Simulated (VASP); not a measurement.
## CdS: single point with HSE06

The system is CdS.

```xyz
2
Lattice="0.0000 2.7532 2.7532 2.7532 0.0000 2.7532 2.7532 2.7532 0.0000" Properties=species:S:1:pos:R:3 pbc="T T T"
Cd    0.0000    0.0000    0.0000
S     2.7532    2.7532    2.7532
```

* Program: VASP 6.6.1
* Task: single point
* Functional: HSE06
* Potentials or basis: VASP PAW PBE potentials, release 64 (Cd, S)
* Cutoff: 520 eV
* k mesh: 4 × 4 × 4
* Occupations: fermi-dirac, width 0.05 eV
* Spin: non-collinear spin, zero start, spin-orbit coupling
* Starting moments: [[0.0, 0.0, 0.0], [0.0, 0.0, 0.0]] μB
* Dipole correction: no
* Grid for exact exchange (PRECFOCK): Normal
* Further INCAR settings: ALGO = Normal; EDIFF = 1e-07; NBANDS = 30
* Screening parameter: 0.2079 1/Å

The pressure is -1.5 GPa. The net moment is 0.00 μB per cell and the valence electrons inside the program's atomic spheres are Cd 10.19; S 3.73.

Moments on the atoms (μB; x, y, z):
```
Cd  0.00 0.00 0.00
S   0.00 0.00 0.00
```

Run time: 29 min on 1 thread of Intel(R) Xeon(R) 6975P-C (Granite Rapids) (shared host), peak memory 0.39 GiB.

Caveat: the k points lie up to 0.49 Å⁻¹ apart; the PAW data sets were made with another functional, which shifts forces and pressure a little.
